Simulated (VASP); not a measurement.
# WSe2: relaxation of cell and atoms with LDA

Crystal: WSe2.

```xyz
6
Lattice="3.3199 0.0000 0.0000 -1.6600 2.8751 0.0000 0.0000 0.0000 13.7372" Properties=species:S:1:pos:R:3 pbc="T T T"
W     1.6600    0.9584   10.3029
W     0.0000    1.9168    3.4343
Se    0.0000    1.9168   11.9651
Se    1.6600    0.9584    5.0965
Se    0.0000    1.9168    8.6407
Se    1.6600    0.9584    1.7721
```

```
Program                : VASP 6.6.1
Task                   : relaxation of cell and atoms
Functional             : LDA
Potentials or basis    : VASP PAW LDA potentials, release 64 (W_sv, Se)
Cutoff                 : 600 eV
k mesh                 : 9 × 9 × 2
Occupations            : gaussian, width 0.02 eV
Spin                   : no spin polarisation
Dipole correction      : no
Further INCAR settings : ALGO = Normal; EDIFF = 1e-06; IBRION = 2; EDIFFG = -0.002; NSW = 100; ISIF = 3
```

The relaxed volume is 19.62 Å³/atom and the relaxed cell is a = 3.255 Å, b = 3.255 Å, c = 12.834 Å, α = 90.00°, β = 90.00°, γ = 120.00°. The space group after relaxing (to 0.1 Å) is P6_3/mmc (No. 194) and the energy gained by relaxing is 23.8 meV/atom. The ionic steps are 37. The pressure after relaxing is 0.0 GPa and the band gap on the k mesh is 0.98 eV (least direct gap 1.61 eV).

Step by step:
```
step  energy change (eV)  largest force (eV/Å)  pressure (GPa)  volume (Å³)
   1              0.0000                0.2373           -4.70       131.13
   2              0.1735                1.6218           10.36       119.33
   3             -0.0701                0.3537           -0.12       126.84
   4             -0.0896                0.0946           -0.23       125.62
   5             -0.0896                0.0851           -0.23       125.58
   6             -0.0936                0.1174            0.05       124.93
   7             -0.1027                0.2182            0.95       123.01
   8             -0.1040                0.4303            2.97       119.19
   9             -0.1062                0.3459            2.09       120.77
  10             -0.1068                0.3430            2.09       120.72
  11             -0.1084                0.3359            2.07       120.57
  12             -0.1116                0.3211            2.02       120.28
  13             -0.1176                0.2922            1.93       119.69
  14             -0.1272                0.2347            1.79       118.50
  15             -0.1353                0.1199            1.67       116.14
  16             -0.1393                0.0578            1.02       116.75
  17             -0.1418                0.0309            0.12       117.63
  18             -0.1418                0.0402            0.05       117.73
  19             -0.1418                0.0444            0.01       117.76
  20             -0.1421                0.0326            0.01       117.81
  21             -0.1427                0.0023            0.02       117.94
  22             -0.1427                0.0120            0.02       117.98
  23             -0.1427                0.0106            0.02       117.97
  24             -0.1427                0.0076            0.01       117.98
  25             -0.1427                0.0016           -0.08       118.01
  26             -0.1427                0.0003           -0.08       118.01
  27             -0.1427                0.0038           -0.04       117.99
  28             -0.1427                0.0019           -0.04       118.00
  29             -0.1427                0.0009           -0.05       118.00
  30             -0.1427                0.0013           -0.07       118.00
  31             -0.1427                0.0027           -0.05       117.98
  32             -0.1427                0.0052           -0.04       117.95
  33             -0.1427                0.0105           -0.03       117.88
  34             -0.1428                0.0083           -0.04       117.92
  35             -0.1428                0.0090           -0.02       117.87
  36             -0.1428                0.0112            0.04       117.75
  37             -0.1428                0.0000            0.00       117.74
```

Final structure:
```
W Se
1.0
     3.25467    0.00000    0.00000
    -1.62733    2.81862    0.00000
     0.00000    0.00000   12.83403
W Se
2 4
Direct
  0.66667 0.33333 0.75000
  0.33333 0.66667 0.25000
  0.33333 0.66667 0.88017
  0.66667 0.33333 0.38017
  0.33333 0.66667 0.61983
  0.66667 0.33333 0.11983
```

Levels at points of the mesh, in eV from the valence-band top:
| k point | band 24 | band 25 | band 26 | band 27 | band 28 | band 29 |
| --- | --- | --- | --- | --- | --- | --- |
| (0.00, 0.00, 0.00) | -1.26 | -1.00 | 0.00 | 2.71 | 2.71 | 2.77 |
| (0.00, 0.00, 0.50) | -1.51 | -0.22 | -0.22 | 2.72 | 2.72 | 2.72 |

It took 24 min on 1 thread of Intel(R) Xeon(R) 6975P-C (Granite Rapids), on a shared host, peak memory 0.3 GiB.

Caveat: spin-orbit coupling is left out, which moves the levels of the heavy elements; an odd mesh through Γ misses points on the zone boundary, where band edges can lie.
